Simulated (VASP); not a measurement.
# BaTiO3 (R3m) in VASP: a series of runs

The runs below take BaTiO3 through single point, with PBE.

Program: VASP 6.6.1. These are calculated values, not measurements. Logs are shortened: lines on timing, memory, paths and dates and some standing lists are left out, and cuts for length are marked.

**1. The cell of the first run**

It takes space group R3m (No. 160, trigonal). Conventional cell: a = 5.655 Å, b = 5.655 Å, c = 6.745 Å, α = 90.00°, β = 90.00°, γ = 120.00°. Ba (site symmetry 3m) has 12 O at 2.73 to 2.83 Å and 8 Ti at 3.28 to 3.49 Å within 3.6 Å. Within 2.5 Å of Ti (site symmetry 3m) lie 6 O at 1.86 to 2.11 Å. O (site symmetry m) has 2 Ti at 1.86 to 2.11 Å within 2.5 Å.

**2. Single point, PBE (zz strain of -3 %)**

The input, INCAR:

```
SYSTEM = BaTiO3
ALGO     = Normal         ! electronic algorithm
EDIFF    = 1E-7           ! SCF threshold, eV
ENCUT    = 520            ! plane-wave cutoff, eV
GGA      = PE             ! functional
ISIF     = 2              ! what is computed and relaxed
ISMEAR   = -1             ! smearing method
LASPH    = .True.         ! aspherical terms in the spheres
LCHARG   = .True.         ! write CHGCAR
LELF     = .True.         ! ELF
LREAL    = .False.        ! projectors in reciprocal space
LVHAR    = .True.       
LWAVE    = .False.        ! write WAVECAR
NBANDS   = 28             ! bands
NELM     = 80             ! most SCF steps
PREC     = Accurate       ! precision mode
SIGMA    = 0.05           ! smearing width, eV
```

The input, KPOINTS:

```
k-points
0
Gamma
  9 9 9
  0 0 0
```

The input, POSCAR:

```
BaTiO3
1.0
    2.8276681575      1.6325549719      2.2481996598
   -2.8276681575      1.6325549719      2.2481996598
    0.0000000000     -3.2651099438      2.2481996598
Ba Ti O
1 1 3
Direct
    0.0000000000      0.0000000000      0.0000000000
    0.5140000000      0.5140000000      0.5140000000
    0.4916000000      0.4916000000      0.9815000000
    0.4916000000      0.9815000000      0.4916000000
    0.9815000000      0.4916000000      0.4916000000
```

Potentials or basis: VASP PAW PBE potentials, release 64 (Ba_sv, Ti_sv, O).

Run with:

```
> cat potpaw_PBE.64/Ba_sv/POTCAR potpaw_PBE.64/Ti_sv/POTCAR potpaw_PBE.64/O/POTCAR > POTCAR
> mpirun -np 1 vasp_std > vasp.out
```

OUTCAR:

```text
SYSTEM = BaTiO3
   EDIFF = 1E-7
   ENCUT = 520
   GGA = PE
   ISIF = 2
   ISMEAR = -1
   LASPH = .True.
   LREAL = .False.
   NELM = 80
   PREC = Accurate

 ion  position               nearest neighbor table
   1  0.000  0.000  0.000-   3 2.73   4 2.73   5 2.73   3 2.82   4 2.82   5 2.82   5 2.83   4 2.83
                             5 2.83   4 2.83   3 2.83   3 2.83   2 3.28   2 3.42   2 3.42   2 3.42
   2  0.514  0.514  0.514-   3 1.86   4 1.86   5 1.86   3 2.11   4 2.11   5 2.11   1 3.28   1 3.42
                             1 3.42   1 3.42   1 3.47   1 3.49   1 3.49   1 3.49
   3  0.492  0.492  0.981-   2 1.86   2 2.11   1 2.73   1 2.82   1 2.83   1 2.83
   4  0.492  0.981  0.492-   2 1.86   2 2.11   1 2.73   1 2.82   1 2.83   1 2.83
   5  0.981  0.492  0.492-   2 1.86   2 2.11   1 2.73   1 2.82   1 2.83   1 2.83

  LATTYP: Found a trigonal (rhomboedric) cell.
 ALAT       =     3.9642583992
 COS(alpha) =    -0.0175668920

  Lattice vectors:

 A1 = (   2.8276681575,   1.6325549719,   2.2481996598)
 A2 = (  -2.8276681575,   1.6325549719,   2.2481996598)
 A3 = (   0.0000000000,  -3.2651099438,   2.2481996598)

Analysis of symmetry for initial positions (statically):
=====================================================================
 Subroutine PRICEL returns:
 Original cell was already a primitive cell.

 Routine SETGRP: Setting up the symmetry group for a
 trigonal (rhombohedral) supercell.

 Subroutine GETGRP returns: Found  6 space group operations
 (whereof  6 operations were pure point group operations)
 out of a pool of 12 trial point group operations.

The static configuration has the point symmetry C_3v.

Analysis of symmetry for dynamics (positions and initial velocities):
=====================================================================
 Subroutine PRICEL returns:
 Original cell was already a primitive cell.

 Routine SETGRP: Setting up the symmetry group for a
 trigonal (rhombohedral) supercell.

 Subroutine GETGRP returns: Found  6 space group operations
 (whereof  6 operations were pure point group operations)
 out of a pool of 12 trial point group operations.

The dynamic configuration has the point symmetry C_3v.

 Subroutine INISYM returns: Found  6 space group operations
 (whereof  6 operations are pure point group operations),
 and found     1 'primitive' translations

----------------------------------------------------------------------------------------

                                     Primitive cell

  volume of cell :      62.2705

  direct lattice vectors                    reciprocal lattice vectors
     2.827668157  1.632554972  2.248199660     0.176824143  0.102089467  0.148266784
    -2.827668157  1.632554972  2.248199660    -0.176824143  0.102089467  0.148266784
     0.000000000 -3.265109944  2.248199660     0.000000000 -0.204178934  0.148266784

  length of vectors
     3.964258399  3.964258399  3.964258399     0.252333264  0.252333264  0.252333264

  position of ions in fractional coordinates (direct lattice)
     0.000000000  0.000000000  0.000000000
     0.514000000  0.514000000  0.514000000
     0.491600000  0.491600000  0.981500000
     0.491600000  0.981500000  0.491600000
     0.981500000  0.491600000  0.491600000

  ion indices of the primitive-cell ions
   primitive index   ion index
                 1           1
                 2           2
                 3           3
                 4           4
                 5           5

----------------------------------------------------------------------------------------

 KPOINTS: k-points

Automatic generation of k-mesh.
 Grid dimensions read from file:
 generate k-points for:    9    9    9

 Generating k-lattice:

  Cartesian coordinates                     Fractional coordinates (reciprocal lattice)
     0.019647127  0.011343274  0.016474087     0.111111111  0.000000000  0.000000000
    -0.019647127  0.011343274  0.016474087     0.000000000  0.111111111  0.000000000
     0.000000000 -0.022686548  0.016474087     0.000000000  0.000000000  0.111111111

[... 48 lines left out ...]

 Free energy of the ion-electron system (eV)
  ---------------------------------------------------
  ext. energy  EPLUGINS =         0.00000000
  ---------------------------------------------------
  free energy    TOTEN  =       -39.84521752 eV

  energy without entropy =      -39.84521752  energy(sigma->0) =      -39.84521752

 E-fermi :   5.1863     XC(G=0): -11.3978

 val. band max:        4.0041325877   @ k =   0.4444   0.4444   0.4444
 cond. band min:       6.4481137981   @ k =   0.0000   0.0000   0.0000
 fundamental gap:      2.4439812103
 Fermi energy:         5.1862564007

 k-point     1 :       0.0000    0.0000    0.0000
  band No.  band energies     occupation
      1     -52.1718      2.00000
      2     -28.4566      2.00000
      3     -28.4391      2.00000
      4     -28.4391      2.00000
      5     -20.7335      2.00000
      6     -12.8881      2.00000
[... 20 lines left out ...]
     27       9.1230      0.00000
     28      11.6943      0.00000

 k-point     2 :       0.1111   -0.0000    0.0000
  band No.  band energies     occupation
      1     -52.1717      2.00000
      2     -28.4596      2.00000
      3     -28.4432      2.00000
      4     -28.4388      2.00000
      5     -20.7175      2.00000
      6     -12.8977      2.00000
[... 20 lines left out ...]
     27       9.3756      0.00000
     28      11.9910      0.00000

 k-point     3 :       0.2222   -0.0000    0.0000
  band No.  band energies     occupation
      1     -52.1713      2.00000
      2     -28.4734      2.00000
      3     -28.4471      2.00000
      4     -28.4381      2.00000
      5     -20.6767      2.00000
      6     -12.9608      2.00000
[... 20 lines left out ...]
     27      10.0639      0.00000
     28      12.6401      0.00000

 k-point     4 :       0.3333    0.0000   -0.0000
  band No.  band energies     occupation
      1     -52.1709      2.00000
      2     -28.4930      2.00000
      3     -28.4475      2.00000
      4     -28.4373      2.00000
      5     -20.6293      2.00000
      6     -13.0749      2.00000
[... 578 lines left out ...]
     27      12.4555      0.00000
     28      13.5561      0.00000

 k-point    23 :      -0.3333    0.3333    0.0000
  band No.  band energies     occupation
      1     -52.1700      2.00000
      2     -28.4942      2.00000
      3     -28.4842      2.00000
      4     -28.4402      2.00000
      5     -20.5559      2.00000
      6     -12.7833      2.00000
[... 20 lines left out ...]
     27      12.5944      0.00000
     28      12.8727      0.00000

 k-point    24 :       0.4444    0.4444   -0.0000
  band No.  band energies     occupation
      1     -52.1694      2.00000
      2     -28.5063      2.00000
      3     -28.4965      2.00000
      4     -28.4394      2.00000
      5     -20.5128      2.00000
      6     -12.6005      2.00000
[... 20 lines left out ...]
     27      12.3716      0.00000
     28      13.9900      0.00000

 [... further k-points ...]
[... 5 lines left out ...]
  --------------------------------------------------------------------------------------
  -------------------------------------------------------------------------------------
  Total        4.0271757      4.0271757      6.7539545     -0.0000000      0.0000000      0.0000000
  in kB      103.6164656    103.6164656    173.7746131     -0.0000000      0.0000000      0.0000000
  external PRESSURE =     127.0025148 kB  Pullay stress =       0.0000000 kB

 VOLUME and BASIS-vectors are now :
 -----------------------------------------------------------------------------
  energy-cutoff  :      520.00
  volume of cell :       62.27
      direct lattice vectors                 reciprocal lattice vectors
     2.827668157  1.632554972  2.248199660     0.176824143  0.102089467  0.148266784
    -2.827668157  1.632554972  2.248199660    -0.176824143  0.102089467  0.148266784
     0.000000000 -3.265109944  2.248199660     0.000000000 -0.204178934  0.148266784

 POSITION                                       TOTAL-FORCE (eV/Angst)
 -----------------------------------------------------------------------------------
      0.00000      0.00000      0.00000         0.000000      0.000000      0.074554
      0.00000      0.00000      3.46672         0.000000      0.000000     -0.509482
      0.00000     -1.59958      4.41704         0.000000     -0.343963      0.144976
     -1.38527      0.79979      4.41704        -0.297881      0.171982      0.144976
      1.38527      0.79979      4.41704         0.297881      0.171982      0.144976
 -----------------------------------------------------------------------------------
    total drift:                               -0.000000      0.000003     -0.000590

  FREE ENERGIE OF THE ION-ELECTRON SYSTEM (eV)
  ---------------------------------------------------
  free  energy   TOTEN  =       -39.8452175170 eV

  energy  without entropy=      -39.8452175170  energy(sigma->0) =      -39.84521752
```

Wall time 1.7 min (1 thread of Intel Xeon Platinum 8488C (Sapphire Rapids), shared host); peak memory 0.27 GiB.

Results:

- Free energy: -39.8452 eV
- Pressure: 12.7 GPa
- Largest force: 0.509 eV/Å
- Band gap on the k mesh: 2.44 eV, indirect (least direct gap 2.80 eV)

Forces on the atoms (eV/Å):
```
Ba   0.000  0.000  0.075
Ti   0.000  0.000 -0.509
O    0.000 -0.344  0.145
O   -0.298  0.172  0.145
O    0.298  0.172  0.145
```

Levels at points of the mesh, in eV from the valence-band top:
| k point | band 18 | band 19 | band 20 | band 21 | band 22 | band 23 |
| --- | --- | --- | --- | --- | --- | --- |
| (0.00, 0.00, 0.00) | -0.41 | -0.41 | -0.39 | 2.44 | 2.44 | 2.49 |

Caveat: the cell differs from its parent crystal (zz strain of -3 %); spin-orbit coupling is left out, which moves the levels of the heavy elements.

**3. Single point, PBE (zz strain of -1 %)**

The input, INCAR:

```
SYSTEM = BaTiO3
PREC = Accurate
ENCUT = 520
EDIFF = 1E-7
ISMEAR = -1
SIGMA = 0.05
LREAL = .False.
LASPH = .True.
NELM = 80
ALGO = Normal
ISIF = 2
LWAVE = .False.
LCHARG = .False.
GGA = PE
NBANDS = 28
```

The input, KPOINTS:

```
regular mesh
0
Gamma
  9 9 9
  0 0 0
```

POSCAR, as its differences from that of step 2:

```diff
@@ -2,5 +2,5 @@
 1.0
-    2.8276681575      1.6325549719      2.2481996598
-   -2.8276681575      1.6325549719      2.2481996598
-    0.0000000000     -3.2651099438      2.2481996598
+    2.8276681575      1.6325549719      2.2945542919
+   -2.8276681575      1.6325549719      2.2945542919
+    0.0000000000     -3.2651099438      2.2945542919
 Ba Ti O
```

Potentials or basis: VASP PAW PBE potentials, release 64 (Ba_sv, Ti_sv, O).

Run with:

```
> cat potpaw_PBE.64/Ba_sv/POTCAR potpaw_PBE.64/Ti_sv/POTCAR potpaw_PBE.64/O/POTCAR > POTCAR
> mpirun -np 1 vasp_std > vasp.out
```

Run time: 1.7 min. Hardware: 1 thread of Intel Xeon Platinum 8488C (Sapphire Rapids), shared host; peak memory 0.28 GiB.

The run converged. Its results:

| Property | Result |
| --- | --- |
| Free energy | -39.9558 eV |
| Pressure | 8.7 GPa |
| Largest force | 0.264 eV/Å |
| Band gap on the k mesh | 2.41 eV, indirect (least direct gap 2.78 eV) |

Forces on the atoms (eV/Å):
```
Ba   0.000  0.000  0.074
Ti   0.000  0.000 -0.264
O    0.000 -0.256  0.063
O   -0.221  0.128  0.063
O    0.221  0.128  0.063
```

Stress tensor (GPa, compression positive):
```
8.00 0.00 0.00
0.00 8.00 0.00
0.00 0.00 9.99
```

Levels at points of the mesh, in eV from the valence-band top:
```csv
k point,band 18,band 19,band 20,band 21,band 22,band 23
"(0.00, 0.00, 0.00)",-0.45,-0.37,-0.37,2.41,2.41,2.51
```

Caveat: the cell differs from its parent crystal (zz strain of -1 %); spin-orbit coupling is left out, which moves the levels of the heavy elements. A k mesh can miss the band edges.

**4. Single point, PBE (zz strain of +2 %)**

The input, INCAR:

```
PREC     = Accurate       # precision mode
ENCUT    = 520            # plane-wave cutoff, eV
EDIFF    = 1E-6           # SCF threshold, eV
ISMEAR   = -1             # smearing method
SIGMA    = 0.05           # smearing width, eV
LREAL    = F              # projectors in reciprocal space
LASPH    = T              # aspherical terms in the spheres
NELM     = 100            # most SCF steps
ALGO     = Normal         # electronic algorithm
ISIF     = 2              # what is computed and relaxed
LWAVE    = F              # write WAVECAR
LCHARG   = F              # write CHGCAR
GGA      = PE             # functional
NBANDS   = 28             # bands
```

The input, KPOINTS:

```
Automatic mesh
0
Gamma
  9 9 9
```

POSCAR, as its differences from that of step 3:

```diff
@@ -2,5 +2,5 @@
 1.0
-    2.8276681575      1.6325549719      2.2945542919
-   -2.8276681575      1.6325549719      2.2945542919
-    0.0000000000     -3.2651099438      2.2945542919
+    2.8276681575      1.6325549719      2.3640862402
+   -2.8276681575      1.6325549719      2.3640862402
+    0.0000000000     -3.2651099438      2.3640862402
 Ba Ti O
```

Run with:

```
> cat potpaw_PBE.64/Ba_sv/POTCAR potpaw_PBE.64/Ti_sv/POTCAR potpaw_PBE.64/O/POTCAR > POTCAR
> mpirun -np 1 vasp_std > vasp.out
```

It took 1.7 min on 1 thread of Intel Xeon Platinum 8488C (Sapphire Rapids), shared host; peak memory 0.28 GiB.

It converged, with:

* Free energy: -40.0185 eV
* Pressure: 3.4 GPa
* Largest force: 0.142 eV/Å
* Band gap on the k mesh: 2.33 eV, indirect (least direct gap 2.65 eV)

Forces on the atoms (eV/Å):
```
Ba   0.000  0.000  0.083
Ti   0.000  0.000  0.123
O    0.000 -0.124 -0.069
O   -0.108  0.062 -0.069
O    0.108  0.062 -0.069
```

Stress tensor (GPa, compression positive):
```
4.99 0.00 0.00
0.00 4.99 0.00
0.00 0.00 0.36
```

Levels at points of the mesh, in eV from the valence-band top:
| k point | band 17 | band 18 | band 19 | band 20 | band 21 | band 22 | band 23 | band 24 |
| --- | --- | --- | --- | --- | --- | --- | --- | --- |
| (0.00, 0.00, 0.00) | -0.95 | -0.55 | -0.32 | -0.32 | 2.33 | 2.33 | 2.51 | 4.38 |

Caveat: the cell differs from its parent crystal (zz strain of +2 %); spin-orbit coupling is left out, which moves the levels of the heavy elements.

**5. Single point, PBE (equal xx and yy strain of -3 %)**

The input, INCAR:

```
PREC = Accurate
ENCUT = 520
EDIFF = 1E-7
ISMEAR = -1
SIGMA = 0.05
LREAL = F
LASPH = T
NELM = 80
ALGO = Normal
ISIF = 2
LWAVE = F
LCHARG = F
GGA = PE
NBANDS = 28
```

KPOINTS is that of step 4.

POSCAR, as its differences from that of step 4:

```diff
@@ -2,5 +2,5 @@
 1.0
-    2.8276681575      1.6325549719      2.3640862402
-   -2.8276681575      1.6325549719      2.3640862402
-    0.0000000000     -3.2651099438      2.3640862402
+    2.7428381128      1.5835783227      2.3177316080
+   -2.7428381128      1.5835783227      2.3177316080
+    0.0000000000     -3.1671566455      2.3177316080
 Ba Ti O
```

Run with:

```
> cat potpaw_PBE.64/Ba_sv/POTCAR potpaw_PBE.64/Ti_sv/POTCAR potpaw_PBE.64/O/POTCAR > POTCAR
> mpirun -np 1 vasp_std > vasp.out
```

It took 1.7 min on 1 thread of Intel Xeon Platinum 8488C (Sapphire Rapids), shared host; peak memory 0.27 GiB.

Results (log left out):

- Free energy: -39.6399 eV
- Pressure: 20.0 GPa
- Largest force: 0.774 eV/Å
- Band gap on the k mesh: 2.51 eV, indirect (least direct gap 2.75 eV)

Forces on the atoms (eV/Å):
```
Ba   0.000  0.000  0.057
Ti   0.000  0.000 -0.774
O    0.000 -0.723  0.239
O   -0.626  0.361  0.239
O    0.626  0.361  0.239
```

Stress tensor (GPa, compression positive):
```
23.09  0.00  0.00
 0.00 23.09  0.00
 0.00  0.00 13.94
```

Levels at points of the mesh, in eV from the valence-band top:
| k point | band 18 | band 19 | band 20 | band 21 | band 22 | band 23 |
| --- | --- | --- | --- | --- | --- | --- |
| (0.00, 0.00, 0.00) | -0.57 | -0.23 | -0.23 | 2.51 | 2.51 | 2.77 |

Caveat: the cell differs from its parent crystal (equal xx and yy strain of -3 %); spin-orbit coupling is left out, which moves the levels of the heavy elements.

**6. Single point, PBE (equal xx and yy strain of -1 %)**

The input, INCAR:

```
  PREC = Accurate
  ENCUT = 520
  EDIFF = 1E-7
  ISMEAR = -1
  SIGMA = 0.05
  LREAL = F
  LASPH = T
  NELM = 80
  ALGO = Normal
  ISIF = 2
  LWAVE = F
  LCHARG = T
  GGA = PE
  LELF = T
  LVHAR = T
  NBANDS = 28
```

KPOINTS is that of step 5.

POSCAR, as its differences from that of step 5:

```diff
@@ -2,5 +2,5 @@
 1.0
-    2.7428381128      1.5835783227      2.3177316080
-   -2.7428381128      1.5835783227      2.3177316080
-    0.0000000000     -3.1671566455      2.3177316080
+    2.7993914759      1.6162294222      2.3177316080
+   -2.7993914759      1.6162294222      2.3177316080
+    0.0000000000     -3.2324588444      2.3177316080
 Ba Ti O
```

Potentials or basis: VASP PAW PBE potentials, release 64 (Ba_sv, Ti_sv, O).

Run with:

```
> cat potpaw_PBE.64/Ba_sv/POTCAR potpaw_PBE.64/Ti_sv/POTCAR potpaw_PBE.64/O/POTCAR > POTCAR
> mpirun -np 1 vasp_std > vasp.out
```

Wall time 1.8 min (1 thread of Intel Xeon Platinum 8488C (Sapphire Rapids), shared host); peak memory 0.28 GiB.

The run converged. Its results:

```yaml
Free_energy: -39.9138 eV
Pressure: 10.8 GPa
Largest_force: 0.382 eV/Å
Band_gap_on_the_k_mesh: 2.44 eV, indirect (least direct gap 2.75 eV)
```

Forces on the atoms (eV/Å):
```
Ba   0.000  0.000  0.068
Ti   0.000  0.000 -0.332
O    0.000 -0.372  0.088
O   -0.322  0.186  0.088
O    0.322  0.186  0.088
```

Stress tensor (GPa, compression positive):
```
11.81  0.00  0.00
 0.00 11.81  0.00
 0.00  0.00  8.78
```

Levels at points of the mesh, in eV from the valence-band top:
| k point | band 16 | band 17 | band 18 | band 19 | band 20 | band 21 | band 22 | band 23 | band 24 | band 25 |
| --- | --- | --- | --- | --- | --- | --- | --- | --- | --- | --- |
| (0.00, 0.00, 0.00) | -1.31 | -1.03 | -0.50 | -0.31 | -0.31 | 2.44 | 2.44 | 2.61 | 4.66 | 4.66 |

Caveat: the cell differs from its parent crystal (equal xx and yy strain of -1 %); spin-orbit coupling is left out, which moves the levels of the heavy elements.

**7. The runs side by side**

```csv
cell,gap on the mesh (eV),pressure (GPa),largest force (eV/Å)
"a = 3.964 Å, angles 91.0°, 5 atoms",2.44,12.7,0.51
"a = 3.991 Å, angles 90.2°, 5 atoms",2.41,8.7,0.26
"a = 4.031 Å, angles 89.1°, 5 atoms",2.33,3.4,0.14
"a = 3.925 Å, angles 88.7°, 5 atoms",2.51,20.0,0.77
"a = 3.978 Å, angles 89.5°, 5 atoms",2.44,10.8,0.38
```

Alike in all rows: task single point; level PBE; potentials or basis VASP PAW PBE potentials, release 64 (Ba_sv, Ti_sv, O); no spin polarisation; k mesh 9 × 9 × 9; cutoff (eV) 520; smearing fermi-dirac 0.05 eV.

Caveats: spin-orbit coupling is left out, which moves the levels of the heavy elements.

Total energies depend on the potentials used, so only differences within one code and one set of settings carry meaning.
